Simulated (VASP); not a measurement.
# Si2W (I4/mmm) in VASP: notebook, part 2 of 2

VASP 6.6.1.

**4. Single point, LDA (13.67 Å³/atom)**

This run uses another cell than the first one, of 13.67 Å³/atom.

Input file INCAR:

```
SYSTEM = Si2W
PREC = Accurate
ENCUT = 520
EDIFF = 1E-7
ISMEAR = 0
SIGMA = 0.15
LREAL = .False.
LASPH = .True.
NELM = 60
ALGO = Normal
ISIF = 2
LWAVE = .False.
LCHARG = .True.
GGA = CA
LELF = .True.
LVHAR = .True.
NBANDS = 18
```

Input file KPOINTS:

```
Automatic mesh
0
Gamma
  20 20 20
  0 0 0
```

Input file POSCAR:

```
Si2W
1.0
   -1.6467908863      1.6467908863      3.7813612332
    1.6467908863     -1.6467908863      3.7813612332
    1.6467908863      1.6467908863     -3.7813612332
Si W
2 1
Direct
    0.3346644983      0.3346644983      0.0000000000
    0.6653355017      0.6653355017      0.0000000000
    0.0000000000      0.0000000000      0.0000000000
```

Potentials or basis: VASP PAW LDA potentials, release 64 (Si, W_sv).

The run is started by

```bash
cat potpaw_LDA.64/Si/POTCAR potpaw_LDA.64/W_sv/POTCAR > POTCAR
mpirun -np 1 vasp_std > vasp.out
```

OUTCAR:

```text
SYSTEM = Si2W
   PREC = Accurate
   ENCUT = 520
   EDIFF = 1E-7
   ISMEAR = 0
   LREAL = .False.
   LASPH = .True.
   NELM = 60
   ISIF = 2
   GGA = CA

 ion  position               nearest neighbor table
   1  0.335  0.335  0.000-   2 2.50   3 2.53   3 2.64   3 2.64   3 2.64   3 2.64   2 2.66   2 2.66
                             2 2.66   2 2.66
   2  0.665  0.665  0.000-   1 2.50   3 2.53   3 2.64   3 2.64   3 2.64   3 2.64   1 2.66   1 2.66
                             1 2.66   1 2.66
   3  0.000  0.000  0.000-   1 2.53   2 2.53   2 2.64   1 2.64   2 2.64   2 2.64   2 2.64   1 2.64
                             1 2.64   1 2.64

  LATTYP: Found a body centered tetragonal cell.
 ALAT       =     3.2935817726
 C/A-ratio  =     2.2962000000

  Lattice vectors:

 A1 = (  -1.6467908863,   1.6467908863,   3.7813612332)
 A2 = (   1.6467908863,  -1.6467908863,   3.7813612332)
 A3 = (   1.6467908863,   1.6467908863,  -3.7813612332)

Analysis of symmetry for initial positions (statically):
=====================================================================
 Subroutine PRICEL returns:
 Original cell was already a primitive cell.

 Routine SETGRP: Setting up the symmetry group for a
[... 167 lines left out ...]
  free energy    TOTEN  =       -27.19940104 eV

  energy without entropy =      -27.19663669  energy(sigma->0) =      -27.19801886

 E-fermi :  11.5076     XC(G=0): -12.5697

 val. band max:       11.4995993379   @ k =   0.0500   0.0500  -0.0000
 cond. band min:      11.5180414236   @ k =  -0.1000  -0.1000   0.0500
 fundamental gap:      0.0184420856
 Fermi energy:        11.5076250451

 k-point     1 :       0.0000    0.0000    0.0000
  band No.  band energies     occupation
      1     -61.7838      2.00000
      2     -26.3160      2.00000
      3     -26.3160      2.00000
      4     -26.2581      2.00000
      5      -2.2015      2.00000
      6       5.0886      2.00000
[... 481 lines left out ...]
      5      -0.1405      2.00000
      6       3.8373      2.00000
[... 10 lines left out ...]
     17      18.8435      0.00000
     18      19.8417      0.00000

 [... further k-points ...]
[... 5 lines left out ...]
  --------------------------------------------------------------------------------------
  -------------------------------------------------------------------------------------
  Total       -3.6904956     -3.6904956      2.7554901      0.0000000      0.0000000      0.0000000
  in kB     -144.1485253   -144.1485253    107.6277753      0.0000000      0.0000000      0.0000000
  external PRESSURE =     -60.2230918 kB  Pullay stress =       0.0000000 kB

 VOLUME and BASIS-vectors are now :
 -----------------------------------------------------------------------------
  energy-cutoff  :      520.00
  volume of cell :       41.02
      direct lattice vectors                 reciprocal lattice vectors
    -1.646790886  1.646790886  3.781361233     0.000000000  0.303620820  0.132227515
     1.646790886 -1.646790886  3.781361233     0.303620820  0.000000000  0.132227515
     1.646790886  1.646790886 -3.781361233     0.303620820  0.303620820  0.000000000

 POSITION                                       TOTAL-FORCE (eV/Angst)
 -----------------------------------------------------------------------------------
      0.00000      0.00000      2.53097        -0.000000     -0.000000      0.078706
      0.00000      0.00000      5.03175         0.000000      0.000000     -0.078706
      0.00000      0.00000      0.00000         0.000000      0.000000     -0.000000
 -----------------------------------------------------------------------------------
    total drift:                               -0.000000     -0.000000      0.000000

  FREE ENERGIE OF THE ION-ELECTRON SYSTEM (eV)
  ---------------------------------------------------
  free  energy   TOTEN  =       -27.1994010352 eV

  energy  without entropy=      -27.1966366919  energy(sigma->0) =      -27.19801886
```

OSZICAR:

```text
N       E                     dE             d eps       ncg     rms          rms(c)
DAV:   1     0.129485431559E+03    0.12949E+03   -0.10840E+04 23084   0.123E+03
DAV:   2    -0.235354929646E+02   -0.15302E+03   -0.14947E+03 26726   0.320E+02
DAV:   3    -0.280744446726E+02   -0.45390E+01   -0.44823E+01 28498   0.497E+01
DAV:   4    -0.281154835967E+02   -0.41039E-01   -0.40995E-01 27840   0.505E+00
DAV:   5    -0.281159377554E+02   -0.45416E-03   -0.45414E-03 27646   0.560E-01    0.249E+01
DAV:   6    -0.273194893426E+02    0.79645E+00   -0.34151E+00 24870   0.129E+01    0.849E+00
DAV:   7    -0.272261991221E+02    0.93290E-01   -0.20965E-01 24566   0.277E+00    0.448E+00
DAV:   8    -0.271998740867E+02    0.26325E-01   -0.43042E-02 26180   0.153E+00    0.282E-01
DAV:   9    -0.271995402023E+02    0.33388E-03   -0.93911E-04 27618   0.255E-01    0.172E-01
DAV:  10    -0.271994074582E+02    0.13274E-03   -0.19518E-04 26670   0.133E-01    0.273E-02
DAV:  11    -0.271994013061E+02    0.61522E-05   -0.20323E-05 26214   0.416E-02    0.157E-02
DAV:  12    -0.271994010411E+02    0.26496E-06   -0.12415E-06 26544   0.731E-03    0.131E-03
DAV:  13    -0.271994010352E+02    0.59504E-08   -0.80773E-08 16082   0.176E-03
   1 F= -.27199401E+02 E0= -.27198019E+02  d E =-.276434E-02
```

stdout:

```text
POSCAR found type information on POSCAR SiW
 POSCAR found :  2 types and       3 ions
 scaLAPACK will be used
 LDA part: xc-table for (Slater(with rela. corr.)+CA(PZ))
 , standard interpolation
 POSCAR, INCAR and KPOINTS ok, starting setup
 FFT: planning ... GRIDC
 FFT: planning ... GRID_SOFT
 FFT: planning ... GRID
 WAVECAR not read
 entering main loop
```

It took 15 min on 1 thread of Intel Xeon 8259CL, shared host; peak memory 0.53 GiB.

Results:

| Item | Value |
| --- | --- |
| Free energy | -27.1994 eV |
| Pressure | -6.0 GPa |
| Largest force | 0.079 eV/Å |
| Band gap on the k mesh | zero (bands 11 and 12 overlap by 0.88 eV) |

Forces in eV/Å, atoms in the order of the input:
```
Si   0.000  0.000  0.079
Si   0.000  0.000 -0.079
W    0.000  0.000  0.000
```

Stress tensor (GPa, compression positive):
```
-14.41   0.00   0.00
  0.00 -14.41   0.00
  0.00   0.00  10.76
```

Levels at points of the mesh, in eV from the Fermi level:
```csv
k point,band 8,band 9,band 10,band 11,band 12,band 13,band 14,band 15
"(0.00, 0.00, 0.00)",-2.91,-2.91,-2.81,0.39,2.51,2.79,2.79,3.20
"(0.50, 0.00, 0.00)",-4.45,-2.90,-2.47,-0.45,2.37,2.60,4.46,4.73
"(0.50, 0.50, 0.00)",-5.32,-4.88,-2.64,-1.59,2.65,2.82,3.51,4.65
"(0.50, 0.50, 0.50)",-2.60,-1.04,-1.04,-0.29,-0.29,0.63,5.10,5.59
```

Caveat: the stress differs along the axes, from -14 to 11 GPa; spin-orbit coupling is left out, which moves the levels of the heavy elements.

**5. Summary**

```tsv
cell	gap on the mesh (eV)	pressure (GPa)	largest force (eV/Å)
a = 4.284 Å, angles 134.4, 134.4, 66.4°, 3 atoms	none	7.8	0.17
a = 4.737 Å, angles 142.3, 142.3, 54.4°, 3 atoms	none	1.6	0.12
a = 4.441 Å, angles 136.5, 136.5, 63.3°, 3 atoms	none	-6.0	0.08
```

Alike in all rows: task single point; level LDA; potentials or basis VASP PAW LDA potentials, release 64 (Si, W_sv); no spin polarisation; k mesh 20 × 20 × 20; cutoff (eV) 520; smearing gaussian 0.15 eV.

Caveats: spin-orbit coupling is left out, which moves the levels of the heavy elements; the stress differs along the axes, from -13 to 50 GPa (at least some runs); the stress differs along the axes, from -26 to 15 GPa (at least some runs); the stress differs along the axes, from -14 to 11 GPa (at least some runs).

Total energies depend on the potentials used, so only differences within one code and one set of settings carry meaning.
